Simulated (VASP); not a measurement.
# ErBe (P4/mmm) in VASP: a series of runs

ErBe is run at these levels: PBE; tasks: relaxation of cell and atoms.

Everything below comes from runs of VASP 6.6.1. Logs are shortened: lines on timing, memory, paths and dates and some standing lists are left out, and cuts for length are marked.

## (1) The cell of the first run

Symmetry: P4/mmm, No. 123, tetragonal system. Conventional cell: a = 2.825 Å, b = 2.825 Å, c = 3.842 Å, α = 90.00°, β = 90.00°, γ = 90.00°. Within 4.0 Å of Er (site symmetry 4/mmm) lie 8 Be at 2.77 Å and 10 Er at 2.82 to 3.99 Å. Be (site symmetry 4/mmm) has 8 Er at 2.77 Å and 10 Be at 2.82 to 3.99 Å within 4.0 Å.

The cell was generated, and may not be a known phase.

## (2) Relaxation of cell and atoms, PBE

File INCAR:

```
  PREC = Accurate
  ENCUT = 600
  EDIFF = 1E-7
  ISMEAR = 0
  SIGMA = 0.2
  LREAL = F
  LASPH = T
  NELM = 200
  ALGO = Normal
  ISIF = 3
  LWAVE = F
  LCHARG = F
  GGA = PE
  IBRION = 2
  NSW = 36
  EDIFFG = -0.08
  GGA_COMPAT = F
  NELMIN = 4
  LMAXMIX = 6
```

File KPOINTS:

```
regular mesh
0
Gamma
  7 7 5
```

File POSCAR:

```
ErBe
1.0
    2.8245271600      0.0000000000      0.0000000000
    0.0000000000      2.8245271600      0.0000000000
    0.0000000000      0.0000000000      3.8417141900
Er Be
1 1
Direct
    0.5000000000      0.5000000000      0.5000000000
    0.0000000000      0.0000000000      0.0000000000
```

Potentials or basis: VASP PAW PBE potentials, release 64 (Er_3, Be), 4f in core.

Run with:

```bash
> cat potpaw_PBE.64/Er_3/POTCAR potpaw_PBE.64/Be/POTCAR > POTCAR
> mpirun -np 1 vasp_std > vasp.out
```

OUTCAR:

```text
PREC = Accurate
   ENCUT = 600
   EDIFF = 1E-7
   ISMEAR = 0
   LREAL = F
   LASPH = T
   NELM = 200
   ISIF = 3
   GGA = PE
   IBRION = 2
   NSW = 36
   EDIFFG = -0.08
   NELMIN = 4

 ion  position               nearest neighbor table
   1  0.500  0.500  0.500-   2 2.77   2 2.77   2 2.77   2 2.77   2 2.77   2 2.77   2 2.77   2 2.77

   2  0.000  0.000  0.000-   1 2.77   1 2.77   1 2.77   1 2.77   1 2.77   1 2.77   1 2.77   1 2.77

  LATTYP: Found a simple tetragonal cell.
 ALAT       =     2.8245271600
 C/A-ratio  =     1.3601264822

  Lattice vectors:

 A1 = (   2.8245271600,   0.0000000000,   0.0000000000)
 A2 = (   0.0000000000,   2.8245271600,   0.0000000000)
 A3 = (   0.0000000000,   0.0000000000,   3.8417141900)

Analysis of symmetry for initial positions (statically):
=====================================================================
 Subroutine PRICEL returns:
 Original cell was already a primitive cell.

 Routine SETGRP: Setting up the symmetry group for a
 simple tetragonal supercell.

 Subroutine GETGRP returns: Found 16 space group operations
 (whereof 16 operations were pure point group operations)
 out of a pool of 16 trial point group operations.

The static configuration has the point symmetry D_4h.

Analysis of symmetry for dynamics (positions and initial velocities):
=====================================================================
 Subroutine PRICEL returns:
 Original cell was already a primitive cell.

 Routine SETGRP: Setting up the symmetry group for a
 simple tetragonal supercell.

 Subroutine GETGRP returns: Found 16 space group operations
 (whereof 16 operations were pure point group operations)
 out of a pool of 16 trial point group operations.

The dynamic configuration has the point symmetry D_4h.

 Subroutine INISYM returns: Found 16 space group operations
 (whereof 16 operations are pure point group operations),
 and found     1 'primitive' translations

----------------------------------------------------------------------------------------

                                     Primitive cell

  volume of cell :      30.6490

  direct lattice vectors                    reciprocal lattice vectors
     2.824527160  0.000000000  0.000000000     0.354041559  0.000000000  0.000000000
     0.000000000  2.824527160  0.000000000     0.000000000  0.354041559  0.000000000
     0.000000000  0.000000000  3.841714190     0.000000000  0.000000000  0.260300468

  length of vectors
     2.824527160  2.824527160  3.841714190     0.354041559  0.354041559  0.260300468

  position of ions in fractional coordinates (direct lattice)
     0.500000000  0.500000000  0.500000000
     0.000000000  0.000000000  0.000000000

  ion indices of the primitive-cell ions
   primitive index   ion index
                 1           1
                 2           2

----------------------------------------------------------------------------------------

 KPOINTS: regular mesh

Automatic generation of k-mesh.
 Grid dimensions read from file:
 generate k-points for:    7    7    5

 Generating k-lattice:

  Cartesian coordinates                     Fractional coordinates (reciprocal lattice)
     0.050577366  0.000000000  0.000000000     0.142857143  0.000000000  0.000000000
     0.000000000  0.050577366  0.000000000     0.000000000  0.142857143  0.000000000
     0.000000000  0.000000000  0.052060094     0.000000000  0.000000000  0.200000000

  Length of vectors
     0.050577366  0.050577366  0.052060094

  Shift w.r.t. Gamma in fractional coordinates (k-lattice)
     0.000000000  0.000000000  0.000000000

 Subroutine IBZKPT returns following result:
 ===========================================

 Found     30 irreducible k-points:

 Following reciprocal coordinates:
            Coordinates               Weight
  0.000000  0.000000  0.000000      1.000000
  0.142857  0.000000  0.000000      4.000000
  0.285714  0.000000  0.000000      4.000000
  0.428571  0.000000  0.000000      4.000000
  0.142857  0.142857  0.000000      4.000000
  0.285714  0.142857  0.000000      8.000000
[... 16 lines left out ...]
  0.285714  0.000000  0.400000      8.000000
  0.428571  0.000000  0.400000      8.000000
 [... further k-points ...]
   k-points           NKPTS =     30   k-points in BZ     NKDIM =     30   number of bands    NBANDS=      9
   number of dos      NEDOS =    301   number of ions     NIONS =      2
   total plane-waves  NPLWV =  18432
   dimension x,y,z NGX =    24 NGY =   24 NGZ =   32
   dimension x,y,z NGXF=    48 NGYF=   48 NGZF=   64
   ions per type =               1   1
   NGX,Y,Z   is equivalent  to a cutoff of  14.13, 14.13, 13.85 a.u.
   NGXF,Y,Z  is equivalent  to a cutoff of  28.25, 28.25, 27.70 a.u.
 SYSTEM =  unknown system
   PREC   = accura    normal or accurate (medium, high low for compatibility)
   ISTART =      0    job   : 0-new  1-cont  2-samecut
   ICHARG =      2    charge: 1-file 2-atom 10-const
   ISPIN  =      1    spin polarized calculation?
   LNONCOLLINEAR =      F non collinear calculations
   LSORBIT =      F    spin-orbit coupling
   LASPH  =      T    aspherical Exc in radial PAW
   ENCUT  =  600.0 eV  44.10 Ry    6.64 a.u.   5.64  5.64  7.67*2*pi/ulx,y,z
   NELM   =    200;   NELMIN=  4; NELMDL= -5     # of ELM steps
   EDIFF  = 0.1E-06   stopping-criterion for ELM
   LREAL  =      F    real-space projection
   EDIFFG = -.8E-01   stopping-criterion for IOM
   NSW    =     36    number of steps for IOM
   IBRION =      2    ionic relax: 0-MD 1-quasi-New 2-CG
   NFREE  =      1    steps in history (QN), initial steepest desc. (CG)
   ISIF   =      3    stress and relaxation
   ISYM   =      2    0-nonsym 1-usesym 2-fastsym
   POTIM  = 0.5000    time-step for ionic-motion
   TEBEG  =    0.0;   TEEND  =   0.0 temperature during run
   PSTRESS=    0.0 pullay stress
   NELECT =      11.0000    total number of electrons
   NUPDOWN=      -1.0000    fix difference up-down
   EMIN   =  10.00;   EMAX   =-10.00  energy-range for DOS
   EFERMI =   0.00;   METHOD = LEGACY
   ISMEAR =     0;   SIGMA  =   0.20  broadening in eV -4-tet -1-fermi 0-gaus
   EFERMI_NEDOS =   21; number of points for ismear=-14 and -15
   IALGO  =     38    algorithm
   IMIX   =      4    mixing-type and parameters
     AMIX     =   0.40;   BMIX     =  1.00
     AMIX_MAG =   1.60;   BMIX_MAG =  1.00
  volume/ion in A,a.u.               =      15.32       103.41
  Fermi-wavevector in a.u.,A,eV,Ry     =   1.163412  2.198530 18.415859  1.353527
  Thomas-Fermi vector in A             =   2.299962
   LORBIT       =      0    0 simple, 1 ext, 2 COOP (PROOUT), +10 PAW based schemes
   GGA     = PE    functional components
   LHFCALC =     F    Hartree Fock is set to
   AEXX    =    0.0000 exact exchange contribution
   IVDW    =     0    specifies the selected vdW correction
   LEPSILON=     F    determine dielectric tensor
   LRPA    =     F    only Hartree local field effects (RPA)
 conjugate gradient relaxation of ions
 non-spin polarized calculation
 Gauss-broadening in eV      SIGMA  =   0.20
  energy-cutoff  :      600.00
  volume of cell :       30.65
 maximum number of plane-waves:      1039
 NGX is ok and might be reduce to    24
   NGX = 11   NGY = 11   NGZ = 15

--------------------------------------- Ionic step        1  -------------------------------------------

 number of electron      11.0000001 magnetization

 Free energy of the ion-electron system (eV)
  ---------------------------------------------------
  ext. energy  EPLUGINS =         0.00000000
  ---------------------------------------------------
  free energy    TOTEN  =        -7.36469469 eV

  energy without entropy =       -7.33938923  energy(sigma->0) =       -7.35204196

------------------------ aborting loop because EDIFF is reached ----------------------------------------

  FORCE on cell =-STRESS in cart. coord.  units (eV):
  Direction    XX          YY          ZZ          XY          YZ          ZX
  --------------------------------------------------------------------------------------
  -------------------------------------------------------------------------------------
  Total        4.5262409      4.5262409      2.3598753      0.0000000     -0.0000000      0.0000000
  in kB      236.6092303    236.6092303    123.3624733      0.0000000     -0.0000000      0.0000000
  external PRESSURE =     198.8603113 kB  Pullay stress =       0.0000000 kB
[... 23 lines left out ...]
--------------------------------------- Ionic step        2  -------------------------------------------

 number of electron      10.9999999 magnetization

 E-fermi :   3.2582     XC(G=0):  -9.9710

 val. band max:        3.2137869969   @ k =   0.2857   0.1429   0.0000
 cond. band min:       3.3230002192   @ k =   0.0000   0.0000   0.4000
 fundamental gap:      0.1092132223
 Fermi energy:         3.2582008451

 k-point     1 :       0.0000    0.0000    0.0000
  band No.  band energies     occupation
      1     -21.0955      2.00000
      2     -20.7973      2.00000
      3     -20.7973      2.00000
      4      -3.2908      2.00000
      5       2.5896      2.00000
      6       3.0990      1.73973
      7       4.9464      0.00000
      8       8.5387      0.00000
      9       8.5387      0.00000
[... 265 lines left out ...]
 k-point    24 :       0.4286    0.0000    0.4000
  band No.  band energies     occupation
      1     -21.6363      2.00000
      2     -21.0624      2.00000
      3     -20.7146      2.00000
      4      -0.1182      2.00000
      5       1.8246      2.00000
      6       2.9993      1.93281
      7       3.9280      0.00000
      8       7.0200      0.00000
      9       8.2112      0.00000

 [... further k-points ...]
[... 5 lines left out ...]
  --------------------------------------------------------------------------------------
  -------------------------------------------------------------------------------------
  Total        0.2184260      0.2184260     -2.1212674      0.0000000     -0.0000000      0.0000000
  in kB        8.7811543      8.7811543    -85.2791243      0.0000000     -0.0000000      0.0000000
  external PRESSURE =     -22.5722719 kB  Pullay stress =       0.0000000 kB
[... 131 lines left out ...]
--------------------------------------- Ionic step        6  -------------------------------------------

 number of electron      11.0000002 magnetization

 Free energy of the ion-electron system (eV)
  ---------------------------------------------------
  ext. energy  EPLUGINS =         0.00000000
  ---------------------------------------------------
  free energy    TOTEN  =        -8.11304699 eV

  energy without entropy =       -8.07463064  energy(sigma->0) =       -8.09383881

 E-fermi :   3.5108     XC(G=0): -10.1285

 val. band max:        3.4461399934   @ k =   0.1429   0.1429   0.0000
 cond. band min:       3.5277574090   @ k =   0.1429   0.0000   0.0000
 fundamental gap:      0.0816174156
 Fermi energy:         3.5107770772

 k-point     1 :       0.0000    0.0000    0.0000
  band No.  band energies     occupation
      1     -20.5970      2.00000
      2     -20.5970      2.00000
      3     -20.5678      2.00000
      4      -3.2337      2.00000
      5       3.3744      1.66502
      6       3.3858      1.62325
      7       7.6771      0.00000
      8       7.9727      0.00000
      9       9.1928      0.00000
[... 265 lines left out ...]
 k-point    24 :       0.4286    0.0000    0.4000
  band No.  band energies     occupation
      1     -20.9934      2.00000
      2     -20.9726      2.00000
      3     -20.5110      2.00000
      4       0.1570      2.00000
      5       2.2739      2.00000
      6       3.4342      1.41176
      7       4.6601      0.00000
      8       6.5300      0.00000
      9       7.0146      0.00000

 [... further k-points ...]
[... 5 lines left out ...]
  --------------------------------------------------------------------------------------
  -------------------------------------------------------------------------------------
  Total       -0.0240097     -0.0240097      0.0373963      0.0000000     -0.0000000      0.0000000
  in kB       -1.0020011     -1.0020011      1.5606628      0.0000000     -0.0000000      0.0000000
  external PRESSURE =      -0.1477798 kB  Pullay stress =       0.0000000 kB
[... 17 lines left out ...]
  FREE ENERGIE OF THE ION-ELECTRON SYSTEM (eV)
  ---------------------------------------------------
  free  energy   TOTEN  =        -8.1130469858 eV

  energy  without entropy=       -8.0746306387  energy(sigma->0) =       -8.09383881

 reached required accuracy - stopping structural energy minimisation
```

Wall time 22 s (1 thread of Intel Xeon Platinum 8559C (Emerald Rapids), shared host); peak memory 0.16 GiB.

Results:

```yaml
Free_energy: -8.1130 eV
Relaxed_volume: 19.20 Å³/atom
Relaxed_cell: a = 3.392 Å, b = 3.392 Å, c = 3.336 Å, α = 90.00°, β = 90.00°, γ = 90.00°
Space_group_after_relaxing_to_0.1_Å: Pm-3m (No. 221)
Energy_gained_by_relaxing: 374.2 meV/atom
Ionic_steps: 6
Pressure_after_relaxing: 0.0 GPa
Band_gap_on_the_k_mesh: zero (an odd number of electrons rules out a gap without spin polarisation)
```

Stress tensor (GPa, compression positive):
```
-0.10  0.00  0.00
 0.00 -0.10  0.00
 0.00  0.00  0.16
```

The path:
```
step  energy change (eV)  largest force (eV/Å)  pressure (GPa)  volume (Å³)
   1              0.0000                0.0000           19.89        30.65
   2             -0.4745                0.0000           -2.26        39.85
   3             -0.4773                0.0000           -1.12        39.06
   4             -0.5678                0.0000           -1.02        39.08
   5             -0.7460                0.0000           -0.35        38.55
   6             -0.7484                0.0000           -0.01        38.39
```

Final structure:
```cif
data_structure
_symmetry_space_group_name_H-M 'P 1'
_symmetry_Int_Tables_number 1
_cell_length_a 3.3922
_cell_length_b 3.3922
_cell_length_c 3.3363
_cell_angle_alpha 90.000
_cell_angle_beta 90.000
_cell_angle_gamma 90.000
_cell_volume 38.39
loop_
_atom_site_label
_atom_site_type_symbol
_atom_site_fract_x
_atom_site_fract_y
_atom_site_fract_z
_atom_site_occupancy
Er1 Er 0.50000 0.50000 0.50000 1
Be1 Be 0.00000 0.00000 0.00000 1
```

Levels at points of the mesh, in eV from the Fermi level:
| k point | band 2 | band 3 | band 4 | band 5 | band 6 | band 7 | band 8 | band 9 |
| --- | --- | --- | --- | --- | --- | --- | --- | --- |
| (0.00, 0.00, 0.00) | -24.11 | -24.08 | -6.74 | -0.14 | -0.12 | 4.17 | 4.46 | 5.68 |

Caveat: the volume moved by over 15 % at a fixed basis, so the end points are rough; spin-orbit coupling is left out, which moves the levels of the heavy elements; the 4f electrons are frozen in the core, so they carry no moment and show no levels. Spin polarisation is off, so any magnetic state and its effect on volume and gap are missing.

## (3) Relaxation of cell and atoms, PBE

This run uses another cell than the first one, of 15.68 Å³/atom.

File INCAR:

```
SYSTEM = ErBe
PREC     = Accurate       ! precision mode
ENCUT    = 600            ! plane-wave cutoff, eV
EDIFF    = 1E-7           ! SCF threshold, eV
ISMEAR   = 0              ! smearing method
SIGMA    = 0.2            ! smearing width, eV
LREAL    = .FALSE.        ! projectors in reciprocal space
LASPH    = .TRUE.         ! aspherical terms in the spheres
NELM     = 200            ! most SCF steps
ALGO     = Normal         ! electronic algorithm
ISIF     = 3              ! what is computed and relaxed
LWAVE    = .FALSE.        ! write WAVECAR
LCHARG   = .FALSE.        ! write CHGCAR
GGA      = PE             ! functional
IBRION   = 2              ! ionic algorithm
NSW      = 36             ! ionic steps
EDIFFG   = -0.08          ! ionic threshold
GGA_COMPAT= .FALSE.      
NELMIN   = 4            
LMAXMIX  = 6              ! l up to which the mixer works
```

File KPOINTS:

```
regular mesh
0
G
  7 7 5
  0 0 0
```

File POSCAR:

```
ErBe
1.0
    2.7217214400      0.0000000000      0.0000000000
    0.0000000000      2.7217214400      0.0000000000
    0.0000000000      0.0000000000      4.2331100900
Er Be
1 1
Direct
    0.0000000000      0.0000000000      0.5000000000
    0.0000000000      0.0000000000      0.0000000000
```

Potentials or basis: VASP PAW PBE potentials, release 64 (Er_3, Be), 4f in core.

Run with:

```bash
> cat potpaw_PBE.64/Er_3/POTCAR potpaw_PBE.64/Be/POTCAR > POTCAR
> mpirun -np 1 vasp_std > vasp.out
```

Wall time 34 s (1 thread of Intel Xeon Platinum 8559C (Emerald Rapids), shared host); peak memory 0.17 GiB.

The run converged. Its results:

| Item | Value |
| --- | --- |
| Free energy | -5.3777 eV |
| Relaxed volume | 24.12 Å³/atom |
| Relaxed cell | a = 2.930 Å, b = 2.930 Å, c = 5.621 Å, α = 90.00°, β = 90.00°, γ = 90.00° |
| Space group after relaxing (to 0.1 Å) | P4/mmm (No. 123) |
| Energy gained by relaxing | 1006.3 meV/atom |
| Ionic steps | 9 |
| Pressure after relaxing | 0.0 GPa |
| Band gap on the k mesh | zero (an odd number of electrons rules out a gap without spin polarisation) |

The path:
```
step  energy change (eV)  largest force (eV/Å)  pressure (GPa)  volume (Å³)
   1              0.0000                0.0000           32.39        31.36
   2             -1.9723                0.0000            0.69        46.88
   3             -1.9792                0.0000            2.57        44.44
   4             -1.9833                0.0000            1.85        45.28
   5             -1.9827                0.0000            2.10        44.99
   6             -2.0086                0.0000            0.83        46.84
   7             -2.0119                0.0000            0.23        47.98
   8             -2.0119                0.0000            0.27        47.88
   9             -2.0126                0.0000            0.01        48.25
```

Final structure:
```xyz
2
Lattice="2.9299 0.0000 0.0000 0.0000 2.9299 0.0000 0.0000 0.0000 5.6207" Properties=species:S:1:pos:R:3 pbc="T T T"
Er    0.0000    0.0000    2.8104
Be    2.9299    0.0000    5.6207
```

Levels at points of the mesh, in eV from the Fermi level:
| k point | band 3 | band 4 | band 5 | band 6 | band 7 | band 8 | band 9 |
| --- | --- | --- | --- | --- | --- | --- | --- |
| (0.00, 0.00, 0.00) | -23.90 | -5.68 | -2.37 | -0.50 | -0.49 | 4.58 | 5.77 |

Caveat: the volume moved by over 15 % at a fixed basis, so the end points are rough; spin-orbit coupling is left out, which moves the levels of the heavy elements; the 4f electrons are frozen in the core, so they carry no moment and show no levels. Spin polarisation is off, so any magnetic state and its effect on volume and gap are missing.

The gap in the log of VASP goes by the Fermi energy; the results here count the filled bands.